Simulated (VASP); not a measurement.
# SnO2 (I4_1/amd) in VASP: further runs, part 2 of 2

VASP 6.6.1. Earlier steps stand in the parts before.

## Step 3: Single point, LDA

Contents of INCAR:

```
SYSTEM = SnO2
PREC = Accurate ; ENCUT = 520
EDIFF = 1E-6 ; ISMEAR = 0
SIGMA = 0.05 ; LREAL = .False.
LASPH = .True. ; NELM = 100
ALGO = Normal ; ISIF = 2
LWAVE = .False. ; LCHARG = .False.
NBANDS = 35
```

Contents of KPOINTS:

```
regular mesh
0
Gamma
  10 10 10
  0 0 0
```

Contents of POSCAR:

```
SnO2
1.0
   -1.9861130355      1.9861130355      5.0901677926
    1.9861130355     -1.9861130355      5.0901677926
    1.9861130355      1.9861130355     -5.0901677926
Sn O
2 4
Direct
    0.7500000000      0.2500000000      0.5000000000
    0.0000000000      0.0000000000      0.0000000000
    0.7969975836      0.7969975836      0.0000000000
    0.9530024164      0.4530024164      0.5000000000
    0.2030024164      0.2030024164      0.0000000000
    0.5469975836      0.0469975836      0.5000000000
```

Potentials or basis: VASP PAW LDA potentials, release 64 (Sn_d, O).

Run with:

```sh
cat potpaw_LDA.64/Sn_d/POTCAR potpaw_LDA.64/O/POTCAR > POTCAR
mpirun -np 1 vasp_std > vasp.out
```

OUTCAR:

```text
SYSTEM = SnO2
   PREC = Accurate
   ENCUT = 520
   EDIFF = 1E-6
   ISMEAR = 0
   LREAL = .False.
   LASPH = .True.
   NELM = 100
   ISIF = 2

 ion  position               nearest neighbor table
   1  0.750  0.250  0.500-   3 2.04   5 2.04   3 2.04   5 2.04   4 2.07   6 2.07   2 3.23   2 3.23
                             2 3.23   2 3.23
   2  0.000  0.000  0.000-   6 2.04   4 2.04   6 2.04   4 2.04   3 2.07   5 2.07   1 3.23   1 3.23
                             1 3.23   1 3.23
   3  0.797  0.797  0.000-   1 2.04   1 2.04   2 2.07
   4  0.953  0.453  0.500-   2 2.04   2 2.04   1 2.07
   5  0.203  0.203  0.000-   1 2.04   1 2.04   2 2.07
   6  0.547  0.047  0.500-   2 2.04   2 2.04   1 2.07

  LATTYP: Found a body centered tetragonal cell.
 ALAT       =     3.9722260710
 C/A-ratio  =     2.5628792026

  Lattice vectors:

 A1 = (  -1.9861130355,   1.9861130355,   5.0901677926)
 A2 = (   1.9861130355,  -1.9861130355,   5.0901677926)
 A3 = (   1.9861130355,   1.9861130355,  -5.0901677926)

Analysis of symmetry for initial positions (statically):
=====================================================================
 Subroutine PRICEL returns:
 Original cell was already a primitive cell.

 Routine SETGRP: Setting up the symmetry group for a
 body centered tetragonal supercell.

 Subroutine GETGRP returns: Found 16 space group operations
 (whereof  8 operations were pure point group operations)
 out of a pool of 16 trial point group operations.

The static configuration has the point symmetry D_2d.
 The point group associated with its full space group is D_4h.

Analysis of symmetry for dynamics (positions and initial velocities):
=====================================================================
 Subroutine PRICEL returns:
 Original cell was already a primitive cell.

 Routine SETGRP: Setting up the symmetry group for a
 body centered tetragonal supercell.

 Subroutine GETGRP returns: Found 16 space group operations
[... 129 lines left out ...]
   IALGO  =     38    algorithm
   IMIX   =      4    mixing-type and parameters
     AMIX     =   0.40;   BMIX     =  1.00
     AMIX_MAG =   1.60;   BMIX_MAG =  1.00
  volume/ion in A,a.u.               =      13.39        90.33
  Fermi-wavevector in a.u.,A,eV,Ry     =   1.416259  2.676341 27.290414  2.005789
  Thomas-Fermi vector in A             =   2.537612
   LORBIT       =      0    0 simple, 1 ext, 2 COOP (PROOUT), +10 PAW based schemes
   GGA     = CA    functional components
   LHFCALC =     F    Hartree Fock is set to
   AEXX    =    0.0000 exact exchange contribution
   IVDW    =     0    specifies the selected vdW correction
   LEPSILON=     F    determine dielectric tensor
   LRPA    =     F    only Hartree local field effects (RPA)
 non-spin polarized calculation
 Gauss-broadening in eV      SIGMA  =   0.05
  energy-cutoff  :      520.00
  volume of cell :       80.32
 maximum number of plane-waves:      2202
 NGX is ok and might be reduce to    48
   NGX = 21   NGY = 21   NGZ = 21

 number of electron      52.0000004 magnetization

 Free energy of the ion-electron system (eV)
  ---------------------------------------------------
  ext. energy  EPLUGINS =         0.00000000
  ---------------------------------------------------
  free energy    TOTEN  =       -41.73511884 eV

  energy without entropy =      -41.73511884  energy(sigma->0) =      -41.73511884

 E-fermi :   4.2618     XC(G=0): -10.9687

 val. band max:        3.9467542571   @ k =   0.3000   0.3000   0.2000
 cond. band min:       5.7120203807   @ k =   0.0000   0.0000   0.0000
 fundamental gap:      1.7652661235
 Fermi energy:         4.2617613166

 k-point     1 :       0.0000    0.0000    0.0000
  band No.  band energies     occupation
      1     -16.3479      2.00000
      2     -16.3259      2.00000
      3     -16.1786      2.00000
      4     -15.6107      2.00000
      5     -15.4837      2.00000
      6     -15.4837      2.00000
[... 901 lines left out ...]
     34      15.1714      0.00000
     35      16.5221      0.00000

 [... further k-points ...]
[... 5 lines left out ...]
  --------------------------------------------------------------------------------------
  -------------------------------------------------------------------------------------
  Total        0.3992887      0.3992887      0.5818474      0.0000000     -0.0000000      0.0000000
  in kB        7.9652160      7.9652160     11.6069909      0.0000000     -0.0000000      0.0000000
  external PRESSURE =       9.1791409 kB  Pullay stress =       0.0000000 kB

 VOLUME and BASIS-vectors are now :
 -----------------------------------------------------------------------------
  energy-cutoff  :      520.00
  volume of cell :       80.32
      direct lattice vectors                 reciprocal lattice vectors
    -1.986113036  1.986113036  5.090167793     0.000000000  0.251748008  0.098228589
     1.986113036 -1.986113036  5.090167793     0.251748008  0.000000000  0.098228589
     1.986113036  1.986113036 -5.090167793     0.251748008  0.251748008  0.000000000

 POSITION                                       TOTAL-FORCE (eV/Angst)
 -----------------------------------------------------------------------------------
     -0.00000      1.98611      2.54508        -0.000000     -0.000000     -0.000000
      0.00000      0.00000      0.00000        -0.000000     -0.000000     -0.000000
      0.00000      0.00000      8.11370        -0.000000      0.000000     -0.038620
     -0.00000      1.98611      4.61172         0.000000     -0.000000      0.038620
      0.00000      0.00000      2.06663        -0.000000      0.000000      0.038620
      0.00000      1.98611      0.47845         0.000000     -0.000000     -0.038620
 -----------------------------------------------------------------------------------
    total drift:                                0.000000     -0.000000      0.000000

  FREE ENERGIE OF THE ION-ELECTRON SYSTEM (eV)
  ---------------------------------------------------
  free  energy   TOTEN  =       -41.7351188440 eV

  energy  without entropy=      -41.7351188440  energy(sigma->0) =      -41.73511884
```

stdout:

```text
POSCAR found type information on POSCAR SnO
 POSCAR found :  2 types and       6 ions
 scaLAPACK will be used
 LDA part: xc-table for (Slater(with rela. corr.)+CA(PZ))
 , standard interpolation
 POSCAR, INCAR and KPOINTS ok, starting setup
 FFT: planning ... GRIDC
 FFT: planning ... GRID_SOFT
 FFT: planning ... GRID
 WAVECAR not read
 entering main loop
```

Run time: 7.3 min. Hardware: 1 thread of AMD EPYC 9R45 (Zen 5), shared host; peak memory 0.37 GiB.

What came out:

- Free energy: -41.7351 eV
- Pressure: 0.9 GPa
- Largest force: 0.039 eV/Å
- Band gap on the k mesh: 1.77 eV, indirect (least direct gap 2.16 eV)

Forces in eV/Å, atoms in the order of the input:
```
Sn   0.000  0.000  0.000
Sn   0.000  0.000  0.000
O    0.000  0.000 -0.039
O    0.000  0.000  0.039
O    0.000  0.000  0.039
O    0.000  0.000 -0.039
```

Caveat: spin-orbit coupling is left out, which moves the levels of the heavy elements. A k mesh can miss the band edges.

## Step 4: Single point, LDA (volume scaled by 0.88, then relaxed in part)

Contents of INCAR:

```
PREC = Accurate
ENCUT = 520
EDIFF = 1E-7
ISMEAR = 0
SIGMA = 0.02
LREAL = False
LASPH = True
NELM = 80
ALGO = Normal
ISIF = 2
LWAVE = False
LCHARG = True
GGA = CA
LELF = True
LVHAR = True
NBANDS = 35
```

Contents of KPOINTS:

```
regular mesh
0
Gamma
  10 10 10
```

Contents of POSCAR:

```
SnO2
1.0
   -1.9408311218      1.9408311218      4.6908030609
    1.9408311218     -1.9408311218      4.6908030609
    1.9408311218      1.9408311218     -4.6908030609
Sn O
2 4
Direct
    0.7500000000      0.2500000000      0.5000000000
    0.0000000000      0.0000000000      0.0000000000
    0.7855796337      0.7855796337      0.0000000000
    0.9644203663      0.4644203663      0.5000000000
    0.2144203663      0.2144203663      0.0000000000
    0.5355796337      0.0355796337      0.5000000000
```

Run with:

```sh
cat potpaw_LDA.64/Sn_d/POTCAR potpaw_LDA.64/O/POTCAR > POTCAR
mpirun -np 1 vasp_std > vasp.out
```

It took 13 min on 1 thread of AMD EPYC 7R13, shared host; peak memory 0.3 GiB.

The run converged. Its results:

| Property | Result |
| --- | --- |
| Free energy | -40.9602 eV |
| Pressure | 26.6 GPa |
| Largest force | 0.058 eV/Å |
| Band gap on the k mesh | 2.80 eV, indirect (least direct gap 3.61 eV) |

Forces on the atoms (eV/Å):
```
Sn   0.000  0.000  0.000
Sn   0.000  0.000  0.000
O    0.000  0.000 -0.058
O    0.000  0.000  0.058
O    0.000  0.000  0.058
O    0.000  0.000 -0.058
```

Stress tensor (GPa, compression positive):
```
26.43  0.00  0.00
 0.00 26.43  0.00
 0.00  0.00 26.87
```

Levels at points of the mesh, in eV from the valence-band top:
```csv
k point,band 24,band 25,band 26,band 27,band 28,band 29
"(0.00, 0.00, 0.00)",-0.91,-0.81,-0.81,2.80,6.19,9.77
"(0.50, 0.00, 0.00)",-1.03,-0.88,-0.62,6.34,7.33,8.55
"(0.50, 0.50, 0.00)",-0.87,-0.05,-0.05,7.88,7.88,8.79
"(0.50, 0.50, 0.50)",-1.20,-0.64,-0.64,5.08,5.08,8.21
```

Caveat: spin-orbit coupling is left out, which moves the levels of the heavy elements.

## Step 5: Single point, LDA (volume scaled by 0.91, then relaxed in part)

Contents of INCAR:

```
ALGO     = Normal         # electronic algorithm
EDIFF    = 1E-6           # SCF threshold, eV
ENCUT    = 520            # plane-wave cutoff, eV
GGA      = CA             # functional
ISIF     = 2              # what is computed and relaxed
ISMEAR   = 0              # smearing method
LASPH    = True           # aspherical terms in the spheres
LCHARG   = True           # write CHGCAR
LELF     = True           # ELF
LREAL    = False          # projectors in reciprocal space
LVHAR    = True         
LWAVE    = False          # write WAVECAR
NBANDS   = 35             # bands
NELM     = 80             # most SCF steps
PREC     = Accurate       # precision mode
SIGMA    = 0.02           # smearing width, eV
```

Contents of KPOINTS:

```
k-points
0
Gamma
  10 10 10
```

Contents of POSCAR:

```
SnO2
1.0
   -1.9479187789      1.9479187789      4.8154815850
    1.9479187789     -1.9479187789      4.8154815850
    1.9479187789      1.9479187789     -4.8154815850
Sn O
2 4
Direct
    0.7500000000      0.2500000000      0.5000000000
    0.0000000000      0.0000000000      0.0000000000
    0.7896781471      0.7896781471      0.0000000000
    0.9603218529      0.4603218529      0.5000000000
    0.2103218529      0.2103218529      0.0000000000
    0.5396781471      0.0396781471      0.5000000000
```

Run with:

```sh
cat potpaw_LDA.64/Sn_d/POTCAR potpaw_LDA.64/O/POTCAR > POTCAR
mpirun -np 1 vasp_std > vasp.out
```

It took 18 min on 1 thread of AMD EPYC 7R13, shared host; peak memory 0.31 GiB.

The run converged. Its results:

- Free energy: -41.3024 eV
- Pressure: 19.3 GPa
- Largest force: 0.052 eV/Å
- Band gap on the k mesh: 2.56 eV, indirect (least direct gap 3.24 eV)

Forces in eV/Å, atoms in the order of the input:
```
Sn   0.000  0.000  0.000
Sn   0.000  0.000  0.000
O    0.000  0.000 -0.052
O    0.000  0.000  0.052
O    0.000  0.000  0.052
O    0.000  0.000 -0.052
```

Stress tensor (GPa, compression positive):
```
19.13  0.00  0.00
 0.00 19.13  0.00
 0.00  0.00 19.51
```

Levels at points of the mesh, in eV from the valence-band top:
```csv
k point,band 24,band 25,band 26,band 27,band 28,band 29
"(0.00, 0.00, 0.00)",-0.84,-0.67,-0.67,2.56,6.14,9.57
"(0.50, 0.00, 0.00)",-0.96,-0.80,-0.52,6.03,7.06,8.38
"(0.50, 0.50, 0.00)",-0.86,-0.05,-0.05,7.90,7.90,8.48
"(0.50, 0.50, 0.50)",-1.16,-0.53,-0.53,4.98,4.98,7.93
```

Caveat: spin-orbit coupling is left out, which moves the levels of the heavy elements.

## Step 6: Overview

```csv
cell,smearing,gap on the mesh (eV),pressure (GPa),largest force (eV/Å)
"a = 5.814 Å, angles 140.0, 140.0, 57.8°, 6 atoms",gaussian 0.02 eV,1.77,0.9,0.04
"a = 5.814 Å, angles 140.0, 140.0, 57.8°, 6 atoms",gaussian 0.05 eV,1.77,0.9,0.04
"a = 5.435 Å, angles 138.2, 138.2, 60.7°, 6 atoms",gaussian 0.02 eV,2.80,26.6,0.06
"a = 5.548 Å, angles 138.9, 138.9, 59.5°, 6 atoms",gaussian 0.02 eV,2.56,19.3,0.05
```

Alike in all rows: task single point; level LDA; potentials or basis VASP PAW LDA potentials, release 64 (Sn_d, O); no spin polarisation; k mesh 10 × 10 × 10; cutoff (eV) 520.

Caveats: spin-orbit coupling is left out, which moves the levels of the heavy elements.

Absolute energies hang on the potentials; compare differences alone.
